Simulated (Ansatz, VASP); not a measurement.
**Two plane-wave programs on Ba**

File INCAR:

```
SYSTEM = Ba
PREC = Accurate ; ENCUT = 520
EDIFF = 1E-6 ; ISMEAR = 0
SIGMA = 0.15 ; LREAL = .False.
LASPH = .True. ; NELM = 60
ALGO = Fast ; ISIF = 2
LWAVE = .False. ; LCHARG = .True.
GGA = PS ; LELF = .True.
LVHAR = .True. ; NBANDS = 11
```

The input KPOINTS:

```
regular mesh
0
Gamma
  14 14 14
  0 0 0
```

The input POSCAR:

```
Ba
1.0
   -2.4500000000      2.5000000000      2.5000000000
    2.4500000000     -2.5000000000      2.5000000000
    2.4500000000      2.5000000000     -2.5000000000
Ba
1
Direct
    0.0000000000      0.0000000000      0.0000000000
```

Input for Ansatz:

```yaml
crystal:
  lattice:
    - [-2.45, 2.5, 2.5]
    - [2.45, -2.5, 2.5]
    - [2.45, 2.5, -2.5]
  atoms:
    - { symbol: Ba, position: [0.0, 0.0, 0.0] }
basis:
  ecutwfc: 420
kpoints:
  mp_grid: { grid: [14, 14, 14] }
hamiltonian:
  xc: pbesol
scf:
  occupations: { method: gaussian, width: 0.15 }
output:
  forces: true
  stress: true
  eigenvalues: true
```

Change from the starting cell: strain -0.0200 x Voigt [1, 0, 0, 0, 0, 0], atoms carried along.

Alike in both runs: task single point; functional PBEsol; k mesh 14 × 14 × 14; occupations gaussian, width 0.15 eV; no spin polarisation.

|  | VASP | Ansatz |
| --- | --- | --- |
| version | VASP 6.6.1 | Ansatz 0.2.0 |
| potentials or method | VASP PAW PBE potentials, release 64 (Ba_sv), cutoff 520 eV | scalar-relativistic, plane waves, PAW |
| valence electrons in the cell | 10 | 10 |

```tsv
	VASP	Ansatz	Ansatz less VASP
gap on the k mesh at the Fermi level (eV)	none	none	-
pressure (GPa)	-0.4	-0.4	-0.06
traceless stress, the component that is largest in VASP (GPa)	0.07	0.07	-0.001
```

VASP's potentials were made for PBE, not for PBEsol. A gap of «none» marks a metal or a gap that the smearing closes.

Neither program's run includes spin-orbit coupling.
